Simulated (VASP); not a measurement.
# Al3GaN4 (R3m) in VASP: further runs, part 2 of 2

VASP 6.6.1. Earlier steps stand in the parts before.

### 4 Single point, PBEsol

This run uses another cell than the first one, of 11.34 Å³/atom.

INCAR reads:

```
SYSTEM = Al3GaN4
PREC = Accurate
ENCUT = 520
EDIFF = 1E-6
ISMEAR = 0
SIGMA = 0.05
LREAL = .False.
LASPH = .True.
NELM = 80
ALGO = Normal
ISIF = 2
LWAVE = .False.
LCHARG = .True.
GGA = PS
LELF = .True.
LVHAR = .True.
NBANDS = 31
```

KPOINTS reads:

```
Automatic mesh
0
Gamma
  6 6 6
  0 0 0
```

POSCAR reads:

```
Al3GaN4
1.0
    4.4952608103      0.0808706234      0.0808706234
    0.0808706234      4.4952608103      0.0808706234
    0.0808706234      0.0808706234      4.4952608103
Al Ga N
3 1 4
Direct
    0.5000000000      0.5000000000      0.0000000000
    0.5000000000      0.0000000000      0.5000000000
    0.0000000000      0.5000000000      0.5000000000
    0.0000000000      0.0000000000      0.0000000000
    0.7447140287      0.7447140287      0.2552859713
    0.7447140287      0.2552859713      0.7447140287
    0.2552859713      0.7447140287      0.7447140287
    0.2552859713      0.2552859713      0.2552859713
```

Potentials or basis: VASP PAW PBE potentials, release 64 (Al, Ga_d, N).

On the command line:

```sh
$ cat potpaw_PBE.64/Al/POTCAR potpaw_PBE.64/Ga_d/POTCAR potpaw_PBE.64/N/POTCAR > POTCAR
$ mpirun -np 1 vasp_std > vasp.out
```

OUTCAR:

```text
SYSTEM = Al3GaN4
   PREC = Accurate
   ENCUT = 520
   EDIFF = 1E-6
   ISMEAR = 0
   LREAL = .False.
   LASPH = .True.
   NELM = 80
   ISIF = 2
   GGA = PS

 ion  position               nearest neighbor table
   1  0.500  0.500  0.000-   8 1.91   7 1.91   6 1.91   5 2.00   2 3.12   3 3.12   2 3.12   4 3.12
                             3 3.12   4 3.12   2 3.24   2 3.24   3 3.24   3 3.24
   2  0.500  0.000  0.500-   8 1.91   7 1.91   5 1.91   6 2.00   1 3.12   4 3.12   1 3.12   3 3.12
                             3 3.12   4 3.12   1 3.24   1 3.24   3 3.24   3 3.24
   3  0.000  0.500  0.500-   8 1.91   6 1.91   5 1.91   7 2.00   1 3.12   4 3.12   2 3.12   4 3.12
                             1 3.12   2 3.12   1 3.24   2 3.24   1 3.24   2 3.24
   4  0.000  0.000  0.000-   6 1.96   7 1.96   5 1.96   8 2.06   2 3.12   3 3.12   1 3.12   3 3.12
                             1 3.12   2 3.12
   5  0.745  0.745  0.255-   2 1.91   3 1.91   4 1.96   1 2.00
   6  0.745  0.255  0.745-   1 1.91   3 1.91   4 1.96   2 2.00
   7  0.255  0.745  0.745-   1 1.91   2 1.91   4 1.96   3 2.00
   8  0.255  0.255  0.255-   1 1.91   2 1.91   3 1.91   4 2.06

  LATTYP: Found a trigonal (rhomboedric) cell.
 ALAT       =     4.4967154533
 COS(alpha) =     0.0362805551

  Lattice vectors:

 A1 = (   4.4952608103,   0.0808706234,   0.0808706234)
 A2 = (   0.0808706234,   4.4952608103,   0.0808706234)
 A3 = (   0.0808706234,   0.0808706234,   4.4952608103)

Analysis of symmetry for initial positions (statically):
=====================================================================
 Subroutine PRICEL returns:
 Original cell was already a primitive cell.

 Routine SETGRP: Setting up the symmetry group for a
 trigonal (rhombohedral) supercell.

 Subroutine GETGRP returns: Found  6 space group operations
 (whereof  6 operations were pure point group operations)
 out of a pool of 12 trial point group operations.

The static configuration has the point symmetry C_3v.

Analysis of symmetry for dynamics (positions and initial velocities):
=====================================================================
 Subroutine PRICEL returns:
 Original cell was already a primitive cell.
[... 149 lines left out ...]
   LEPSILON=     F    determine dielectric tensor
   LRPA    =     F    only Hartree local field effects (RPA)
 non-spin polarized calculation
 Gauss-broadening in eV      SIGMA  =   0.05
  energy-cutoff  :      520.00
  volume of cell :       90.75
 maximum number of plane-waves:      2468
 NGX is ok and might be reduce to    36
   NGX = 17   NGY = 17   NGZ = 17

 number of electron      41.9999987 magnetization

 Free energy of the ion-electron system (eV)
  ---------------------------------------------------
  ext. energy  EPLUGINS =         0.00000000
  ---------------------------------------------------
  free energy    TOTEN  =       -59.58845434 eV

  energy without entropy =      -59.58845434  energy(sigma->0) =      -59.58845434

 E-fermi :   5.3861     XC(G=0): -11.0586

 val. band max:        5.1523749438   @ k =   0.0000   0.0000   0.0000
 cond. band min:       7.9519841006   @ k =   0.0000   0.0000   0.0000
 fundamental gap:      2.7996091568
 Fermi energy:         5.3860518137

 k-point     1 :       0.0000    0.0000    0.0000
  band No.  band energies     occupation
      1      -9.7313      2.00000
      2      -8.3046      2.00000
      3      -8.3046      2.00000
      4      -8.1430      2.00000
      5      -7.6065      2.00000
      6      -7.6065      2.00000
[... 805 lines left out ...]
     30      15.3797      0.00000
     31      15.7167      0.00000

 [... further k-points ...]

------------------------ aborting loop because EDIFF is reached ----------------------------------------

  FORCE on cell =-STRESS in cart. coord.  units (eV):
  Direction    XX          YY          ZZ          XY          YZ          ZX
  --------------------------------------------------------------------------------------
  -------------------------------------------------------------------------------------
  Total       -5.4998772     -5.4998772     -5.4998772     -3.5004403     -3.5004403     -3.5004403
  in kB      -97.0992132    -97.0992132    -97.0992132    -61.7995616    -61.7995616    -61.7995616
  external PRESSURE =     -97.0992132 kB  Pullay stress =       0.0000000 kB

 VOLUME and BASIS-vectors are now :
 -----------------------------------------------------------------------------
  energy-cutoff  :      520.00
  volume of cell :       90.75
      direct lattice vectors                 reciprocal lattice vectors
     4.495260810  0.080870623  0.080870623     0.222598043 -0.003933812 -0.003933812
     0.080870623  4.495260810  0.080870623    -0.003933812  0.222598043 -0.003933812
     0.080870623  0.080870623  4.495260810    -0.003933812 -0.003933812  0.222598043

 POSITION                                       TOTAL-FORCE (eV/Angst)
 -----------------------------------------------------------------------------------
      2.28807      2.28807      0.08087         0.138688      0.138688      0.167680
      2.28807      0.08087      2.28807         0.138688      0.167680      0.138688
      0.08087      2.28807      2.28807         0.167680      0.138688      0.138688
      0.00000      0.00000      0.00000         0.145968      0.145968      0.145968
      3.42855      3.42855      1.26803        -0.147395     -0.147395     -0.185627
      3.42855      1.26803      3.42855        -0.147395     -0.185627     -0.147395
      1.26803      3.42855      3.42855        -0.185627     -0.147395     -0.147395
      1.18887      1.18887      1.18887        -0.110606     -0.110606     -0.110606
 -----------------------------------------------------------------------------------
    total drift:                                0.000107      0.000107      0.000107

  FREE ENERGIE OF THE ION-ELECTRON SYSTEM (eV)
  ---------------------------------------------------
  free  energy   TOTEN  =       -59.5884543445 eV

  energy  without entropy=      -59.5884543445  energy(sigma->0) =      -59.58845434
```

stdout:

```text
POSCAR found type information on POSCAR AlGaN
 POSCAR found :  3 types and       8 ions
 scaLAPACK will be used
 -----------------------------------------------------------------------------
|                                                                             |
|                                                                             |
|     You enforced a specific xc type in the INCAR file but a different       |
|     I HOPE YOU KNOW WHAT YOU ARE DOING!                                     |
|                                                                             |
 -----------------------------------------------------------------------------

 LDA part: xc-table for (Slater+PW92), standard interpolation
 POSCAR, INCAR and KPOINTS ok, starting setup
 FFT: planning ... GRIDC
 FFT: planning ... GRID_SOFT
 FFT: planning ... GRID
 WAVECAR not read
 entering main loop
```

Run time: 3.1 min. Hardware: 1 thread of AMD EPYC 7R13, shared host; peak memory 0.22 GiB.

What came out:

```
Free energy            : -59.5885 eV
Pressure               : -9.7 GPa
Largest force          : 0.279 eV/Å
Band gap on the k mesh : 2.80 eV
```

Forces on the atoms (eV/Å):
```
Al   0.139  0.139  0.168
Al   0.139  0.168  0.139
Al   0.168  0.139  0.139
Ga   0.146  0.146  0.146
N   -0.147 -0.147 -0.186
N   -0.147 -0.186 -0.147
N   -0.186 -0.147 -0.147
N   -0.111 -0.111 -0.111
```

Stress tensor (GPa, compression positive):
```
-9.71 -6.18 -6.18
-6.18 -9.71 -6.18
-6.18 -6.18 -9.71
```

Caveat: the cell stands under tension; the PAW data sets were made with another functional, which shifts forces and pressure a little.

### 5 Single point, PBEsol

This run uses another cell than the first one, of 11.34 Å³/atom.

INCAR reads:

```
SYSTEM = Al3GaN4
  PREC = Accurate
  ENCUT = 520
  EDIFF = 1E-7
  ISMEAR = 0
  SIGMA = 0.05
  LREAL = .FALSE.
  LASPH = .TRUE.
  NELM = 100
  ALGO = Normal
  ISIF = 2
  LWAVE = .FALSE.
  LCHARG = .FALSE.
  GGA = PS
  NBANDS = 31
```

KPOINTS reads:

```
regular mesh
0
G
  6 6 6
  0 0 0
```

Changes to POSCAR since step 4:

```diff
@@ -2,5 +2,5 @@
 1.0
-    4.4952608103      0.0808706234      0.0808706234
-    0.0808706234      4.4952608103      0.0808706234
-    0.0808706234      0.0808706234      4.4952608103
+    4.4952608103     -0.0808706234     -0.0808706234
+   -0.0808706234      4.4952608103     -0.0808706234
+   -0.0808706234     -0.0808706234      4.4952608103
 Al Ga N
```

On the command line:

```sh
$ cat potpaw_PBE.64/Al/POTCAR potpaw_PBE.64/Ga_d/POTCAR potpaw_PBE.64/N/POTCAR > POTCAR
$ mpirun -np 1 vasp_std > vasp.out
```

Wall time 3.3 min (1 thread of AMD EPYC 7R13, shared host); peak memory 0.22 GiB.

Results (log left out):

```yaml
Free_energy: -59.5699 eV
Pressure: -9.6 GPa
Largest_force: 0.535 eV/Å
Band_gap_on_the_k_mesh: 2.77 eV
```

Forces in eV/Å, atoms in the order of the input:
```
Al  -0.278 -0.278 -0.328
Al  -0.278 -0.328 -0.278
Al  -0.328 -0.278 -0.278
Ga  -0.290 -0.290 -0.290
N    0.294  0.294  0.337
N    0.294  0.337  0.294
N    0.337  0.294  0.294
N    0.249  0.249  0.249
```

Stress tensor (GPa, compression positive):
```
-9.61  6.87  6.87
 6.87 -9.61  6.87
 6.87  6.87 -9.61
```

Levels at points of the mesh, in eV from the valence-band top:
```tsv
k point	band 17	band 18	band 19	band 20	band 21	band 22	band 23	band 24	band 25	band 26
(0.00, 0.00, 0.00)	-1.80	-1.80	-0.20	-0.20	0.00	2.77	3.09	3.09	3.15	6.49
(0.50, 0.00, 0.00)	-2.76	-1.44	-1.20	-1.13	-0.88	5.05	5.11	5.72	5.76	7.83
(0.50, 0.50, 0.00)	-2.56	-0.95	-0.75	-0.64	-0.55	6.49	7.06	7.11	7.25	7.61
(0.50, 0.50, 0.50)	-0.66	-0.66	-0.51	-0.51	-0.40	4.76	6.07	6.41	6.41	8.83
```

Caveat: the cell stands under tension; the PAW data sets were made with another functional, which shifts forces and pressure a little.

### 6 The runs side by side

| cell | gap on the mesh (eV) | pressure (GPa) | largest force (eV/Å) |
| --- | --- | --- | --- |
| a = 4.501 Å, angles 85.8°, 8 atoms | 2.46 | -7.4 | 0.38 |
| a = 4.501 Å, angles 94.0°, 8 atoms | 2.53 | -6.7 | 1.42 |
| a = 4.497 Å, angles 87.9°, 8 atoms | 2.80 | -9.7 | 0.28 |
| a = 4.497 Å, angles 92.0°, 8 atoms | 2.77 | -9.6 | 0.53 |

Alike in all rows: task single point; level PBEsol; potentials or basis VASP PAW PBE potentials, release 64 (Al, Ga_d, N); no spin polarisation; k mesh 6 × 6 × 6; cutoff (eV) 520; smearing gaussian 0.05 eV.

Caveats: the cell stands under tension; the PAW data sets were made with another functional, which shifts forces and pressure a little.

Absolute energies hang on the potentials; compare differences alone.
